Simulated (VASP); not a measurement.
# SiC (Moissanite) (P6_3mc) in VASP: single point with PBEsol+D3(BJ)

Aim: the single point of SiC (Moissanite) with PBEsol+D3(BJ).

Program: VASP 6.6.1. These are calculated values, not measurements. Logs are shortened: lines on timing, memory, paths and dates and some standing lists are left out, and cuts for length are marked.

## Step 1: The cell of the first run

It takes space group P6_3mc (No. 186, hexagonal). The conventional cell has a = 3.076 Å, b = 3.076 Å, c = 5.048 Å, α = 90.00°, β = 90.00°, γ = 120.00°. Within 2.5 Å of Si (site symmetry 3m) lie 4 C at 1.87 to 1.94 Å. Within 2.5 Å of C (site symmetry 3m) lie 4 Si at 1.87 to 1.94 Å.

## Step 2: Single point, PBEsol+D3(BJ)

The input, INCAR:

```
PREC     = Accurate       # precision mode
ENCUT    = 520            # plane-wave cutoff, eV
EDIFF    = 1E-6           # SCF threshold, eV
ISMEAR   = 0              # smearing method
SIGMA    = 0.01           # smearing width, eV
LREAL    = F              # projectors in reciprocal space
LASPH    = T              # aspherical terms in the spheres
NELM     = 60             # most SCF steps
ALGO     = Normal         # electronic algorithm
ISIF     = 2              # what is computed and relaxed
LWAVE    = F              # write WAVECAR
LCHARG   = F              # write CHGCAR
GGA      = PS             # functional
IVDW     = 12             # dispersion correction
NBANDS   = 16             # bands
```

The input, KPOINTS:

```
regular mesh
0
Gamma
  9 9 5
```

The input, POSCAR:

```
SiC
1.0
    3.0760000000      0.0000000000      0.0000000000
   -1.5380000000      2.6638940000      0.0000000000
    0.0000000000      0.0000000000      5.0480000000
Si C
2 2
Direct
    0.3333333333      0.6666666667      0.0000000000
    0.6666666667      0.3333333333      0.5000000000
    0.3333333333      0.6666666667      0.3850000000
    0.6666666667      0.3333333333      0.8850000000
```

Potentials or basis: VASP PAW PBE potentials, release 64 (Si, C).

The run is started by

```sh
$ cat potpaw_PBE.64/Si/POTCAR potpaw_PBE.64/C/POTCAR > POTCAR
$ mpirun -np 1 vasp_std > vasp.out
```

OUTCAR:

```text
PREC = Accurate
   ENCUT = 520
   EDIFF = 1E-6
   ISMEAR = 0
   LREAL = F
   LASPH = T
   NELM = 60
   ISIF = 2
   GGA = PS
   IVDW = 12
 IVDW          = 12

 ion  position               nearest neighbor table
   1  0.333  0.667  0.000-   4 1.87   4 1.87   4 1.87   3 1.94   2 3.09   2 3.09   2 3.09   2 3.09
                             2 3.09   2 3.09
   2  0.667  0.333  0.500-   3 1.87   3 1.87   3 1.87   4 1.94   1 3.09   1 3.09   1 3.09   1 3.09
                             1 3.09   1 3.09
   3  0.333  0.667  0.385-   2 1.87   2 1.87   2 1.87   1 1.94
   4  0.667  0.333  0.885-   1 1.87   1 1.87   1 1.87   2 1.94

  LATTYP: Found a hexagonal cell.
 ALAT       =     3.0760000000
 C/A-ratio  =     1.6410923277

  Lattice vectors:

 A1 = (   3.0760000000,   0.0000000000,   0.0000000000)
 A2 = (  -1.5380000000,   2.6638940000,   0.0000000000)
 A3 = (   0.0000000000,   0.0000000000,   5.0480000000)

Analysis of symmetry for initial positions (statically):
=====================================================================
 Subroutine PRICEL returns:
 Original cell was already a primitive cell.

 Routine SETGRP: Setting up the symmetry group for a
 hexagonal supercell.

 Subroutine GETGRP returns: Found 12 space group operations
 (whereof  6 operations were pure point group operations)
 out of a pool of 24 trial point group operations.

The static configuration has the point symmetry C_3v.
 The point group associated with its full space group is C_6v.

Analysis of symmetry for dynamics (positions and initial velocities):
=====================================================================
 Subroutine PRICEL returns:
 Original cell was already a primitive cell.

 Routine SETGRP: Setting up the symmetry group for a
 hexagonal supercell.

 Subroutine GETGRP returns: Found 12 space group operations
 (whereof  6 operations were pure point group operations)
 out of a pool of 24 trial point group operations.

The dynamic configuration has the point symmetry C_3v.
 The point group associated with its full space group is C_6v.

 Subroutine INISYM returns: Found 12 space group operations
 (whereof  6 operations are pure point group operations),
 and found     1 'primitive' translations

----------------------------------------------------------------------------------------

                                     Primitive cell

  volume of cell :      41.3640

  direct lattice vectors                    reciprocal lattice vectors
     3.076000000  0.000000000  0.000000000     0.325097529  0.187695156  0.000000000
    -1.538000000  2.663894000  0.000000000     0.000000000  0.375390312  0.000000000
     0.000000000  0.000000000  5.048000000     0.000000000  0.000000000  0.198098257

  length of vectors
     3.076000000  3.075999877  5.048000000     0.375390297  0.375390312  0.198098257

  position of ions in fractional coordinates (direct lattice)
     0.333333333  0.666666667  0.000000000
     0.666666667  0.333333333  0.500000000
     0.333333333  0.666666667  0.385000000
     0.666666667  0.333333333  0.885000000

  ion indices of the primitive-cell ions
   primitive index   ion index
                 1           1
                 2           2
                 3           3
                 4           4

----------------------------------------------------------------------------------------

 KPOINTS: regular mesh

Automatic generation of k-mesh.
 Grid dimensions read from file:
 generate k-points for:    9    9    5

 Generating k-lattice:

  Cartesian coordinates                     Fractional coordinates (reciprocal lattice)
     0.036121948  0.020855017  0.000000000     0.111111111 -0.000000000  0.000000000
     0.000000000  0.041710035  0.000000000     0.000000000  0.111111111  0.000000000
     0.000000000  0.000000000  0.039619651     0.000000000  0.000000000  0.200000000

  Length of vectors
     0.041710033  0.041710035  0.039619651

  Shift w.r.t. Gamma in fractional coordinates (k-lattice)
     0.000000000  0.000000000  0.000000000

 Subroutine IBZKPT returns following result:
 ===========================================

 Found     36 irreducible k-points:

 Following reciprocal coordinates:
            Coordinates               Weight
  0.000000  0.000000  0.000000      1.000000
  0.111111  0.000000  0.000000      6.000000
  0.222222 -0.000000  0.000000      6.000000
  0.333333  0.000000  0.000000      6.000000
  0.444444 -0.000000  0.000000      6.000000
  0.111111  0.111111  0.000000      6.000000
[... 16 lines left out ...]
  0.333333  0.222222  0.200000     24.000000
  0.333333  0.333333  0.200000      4.000000
 [... further k-points ...]
   k-points           NKPTS =     36   k-points in BZ     NKDIM =     36   number of bands    NBANDS=     16
   number of dos      NEDOS =    301   number of ions     NIONS =      4
   total plane-waves  NPLWV =  23040
   dimension x,y,z NGX =    24 NGY =   24 NGZ =   40
   dimension x,y,z NGXF=    48 NGYF=   48 NGZF=   80
   ions per type =               2   2
   NGX,Y,Z   is equivalent  to a cutoff of  12.97, 12.97, 13.17 a.u.
   NGXF,Y,Z  is equivalent  to a cutoff of  25.94, 25.94, 26.35 a.u.
 SYSTEM =  unknown system
   PREC   = accura    normal or accurate (medium, high low for compatibility)
   ISTART =      0    job   : 0-new  1-cont  2-samecut
   ICHARG =      2    charge: 1-file 2-atom 10-const
   ISPIN  =      1    spin polarized calculation?
   LNONCOLLINEAR =      F non collinear calculations
   LSORBIT =      F    spin-orbit coupling
   LASPH  =      T    aspherical Exc in radial PAW
   ENCUT  =  520.0 eV  38.22 Ry    6.18 a.u.   5.72  5.72  9.39*2*pi/ulx,y,z
   NELM   =     60;   NELMIN=  2; NELMDL= -5     # of ELM steps
   EDIFF  = 0.1E-05   stopping-criterion for ELM
   LREAL  =      F    real-space projection
   EDIFFG = 0.1E-04   stopping-criterion for IOM
   NSW    =      0    number of steps for IOM
   IBRION =     -1    ionic relax: 0-MD 1-quasi-New 2-CG
   NFREE  =      0    steps in history (QN), initial steepest desc. (CG)
   ISIF   =      2    stress and relaxation
   ISYM   =      2    0-nonsym 1-usesym 2-fastsym
   POTIM  = 0.5000    time-step for ionic-motion
   TEBEG  =    0.0;   TEEND  =   0.0 temperature during run
   PSTRESS=    0.0 pullay stress
   NELECT =      16.0000    total number of electrons
   NUPDOWN=      -1.0000    fix difference up-down
   EMIN   =  10.00;   EMAX   =-10.00  energy-range for DOS
   EFERMI =   0.00;   METHOD = LEGACY
   ISMEAR =     0;   SIGMA  =   0.01  broadening in eV -4-tet -1-fermi 0-gaus
   EFERMI_NEDOS =   21; number of points for ismear=-14 and -15
   IALGO  =     38    algorithm
   IMIX   =      4    mixing-type and parameters
     AMIX     =   0.40;   BMIX     =  1.00
     AMIX_MAG =   1.60;   BMIX_MAG =  1.00
  volume/ion in A,a.u.               =      10.34        69.78
  Fermi-wavevector in a.u.,A,eV,Ry     =   1.192817  2.254098 19.358550  1.422813
  Thomas-Fermi vector in A             =   2.328847
   LORBIT       =      0    0 simple, 1 ext, 2 COOP (PROOUT), +10 PAW based schemes
   GGA     = PS    functional components
   LHFCALC =     F    Hartree Fock is set to
   AEXX    =    0.0000 exact exchange contribution
   IVDW    =    12    specifies the selected vdW correction
   LEPSILON=     F    determine dielectric tensor
   LRPA    =     F    only Hartree local field effects (RPA)
 non-spin polarized calculation
 Gauss-broadening in eV      SIGMA  =   0.01
  energy-cutoff  :      520.00
  volume of cell :       41.36
 maximum number of plane-waves:      1127
 NGX is ok and might be reduce to    24
   NGX = 11   NGY = 11   NGZ = 19

 number of electron      16.0000000 magnetization

 Free energy of the ion-electron system (eV)
  ---------------------------------------------------
  ext. energy  EPLUGINS =         0.00000000
  ---------------------------------------------------
  free energy    TOTEN  =       -31.78558165 eV

  energy without entropy =      -31.78558165  energy(sigma->0) =      -31.78558165

 E-fermi :   8.4146     XC(G=0): -11.4976

 val. band max:        8.3552573784   @ k =   0.0000   0.0000   0.0000
 cond. band min:      10.5156131508   @ k =   0.3333   0.3333   0.0000
 fundamental gap:      2.1603557725
 Fermi energy:         8.4145767840

 k-point     1 :       0.0000    0.0000    0.0000
  band No.  band energies     occupation
      1      -7.3865      2.00000
      2      -3.8467      2.00000
      3      -0.4022      2.00000
      4       6.7983      2.00000
      5       6.7983      2.00000
      6       8.0843      2.00000
[... 8 lines left out ...]
     15      16.9990      0.00000
     16      19.5828      0.00000

 k-point     2 :       0.1111    0.0000    0.0000
  band No.  band energies     occupation
      1      -7.1714      2.00000
      2      -3.6621      2.00000
      3      -0.2017      2.00000
      4       5.6663      2.00000
      5       6.4450      2.00000
      6       7.3135      2.00000
[... 8 lines left out ...]
     15      17.5278      0.00000
     16      18.1617      0.00000

 k-point     3 :       0.2222   -0.0000    0.0000
  band No.  band energies     occupation
      1      -6.5363      2.00000
      2      -3.1384      2.00000
      3       0.3659      2.00000
      4       3.5187      2.00000
      5       5.6107      2.00000
      6       5.7596      2.00000
[... 8 lines left out ...]
     15      17.8552      0.00000
     16      18.5038      0.00000
[... 362 lines left out ...]
 k-point    23 :       0.3333    0.2222    0.2000
  band No.  band energies     occupation
      1      -3.6297      2.00000
      2      -2.3389      2.00000
      3       0.4898      2.00000
      4       1.6303      2.00000
      5       2.5097      2.00000
      6       4.2482      2.00000
[... 8 lines left out ...]
     15      19.5653      0.00000
     16      20.3574      0.00000

 k-point    24 :       0.3333    0.3333    0.2000
  band No.  band energies     occupation
      1      -2.7395      2.00000
      2      -2.7395      2.00000
      3       1.2235      2.00000
      4       1.2235      2.00000
      5       1.5269      2.00000
      6       3.7518      2.00000
[... 8 lines left out ...]
     15      20.0573      0.00000
     16      20.5065      0.00000

 [... further k-points ...]

------------------------ aborting loop because EDIFF is reached ----------------------------------------

 Edisp (eV)   -0.96842

 E8    (eV) :    -0.5755

  FORCE on cell =-STRESS in cart. coord.  units (eV):
  Direction    XX          YY          ZZ          XY          YZ          ZX
  --------------------------------------------------------------------------------------
  -------------------------------------------------------------------------------------
  Total      -0.39641    -0.39641    -1.67564     0.00000     0.00000     0.00000
  in kB     -15.35441   -15.35441   -64.90374     0.00000     0.00000     0.00000
  external pressure =      -31.87 kB  Pullay stress =        0.00 kB

 VOLUME and BASIS-vectors are now :
 -----------------------------------------------------------------------------
  energy-cutoff  :      520.00
  volume of cell :       41.36
      direct lattice vectors                 reciprocal lattice vectors
     3.076000000  0.000000000  0.000000000     0.325097529  0.187695156  0.000000000
    -1.538000000  2.663894000  0.000000000     0.000000000  0.375390312  0.000000000
     0.000000000  0.000000000  5.048000000     0.000000000  0.000000000  0.198098257

 POSITION                                       TOTAL-FORCE (eV/Angst)
 -----------------------------------------------------------------------------------
     -0.00000      1.77593      0.00000         0.000000      0.000000      0.750354
      1.53800      0.88796      2.52400        -0.000000     -0.000000      0.750354
     -0.00000      1.77593      1.94348        -0.000000      0.000000     -0.750354
      1.53800      0.88796      4.46748         0.000000     -0.000000     -0.750354
 -----------------------------------------------------------------------------------
    total drift:                                0.000000      0.000000     -0.000299

  FREE ENERGIE OF THE ION-ELECTRON SYSTEM (eV)
  ---------------------------------------------------
  free  energy   TOTEN  =       -32.7540043493 eV

  energy  without entropy=      -32.7540043493  energy(sigma->0) =      -32.75400435
```

Run time: 17 s. Hardware: 1 thread of Intel Xeon 8259CL, shared host; peak memory 0.17 GiB.

What came out:

| Quantity | Value |
| --- | --- |
| Free energy | -32.7540 eV |
| Pressure | -3.2 GPa |
| Largest force | 0.750 eV/Å |
| Band gap on the k mesh | 2.16 eV, indirect (least direct gap 3.99 eV) |
| Dispersion energy per atom | -0.242 eV |

Forces on the atoms (eV/Å):
```
Si   0.000  0.000  0.750
Si   0.000  0.000  0.750
C    0.000  0.000 -0.750
C    0.000  0.000 -0.750
```

Caveat: three body term missing; the PAW data sets were made with another functional, which shifts forces and pressure a little. A hybrid or GW would open this gap; PBEsol tends to underestimate it.
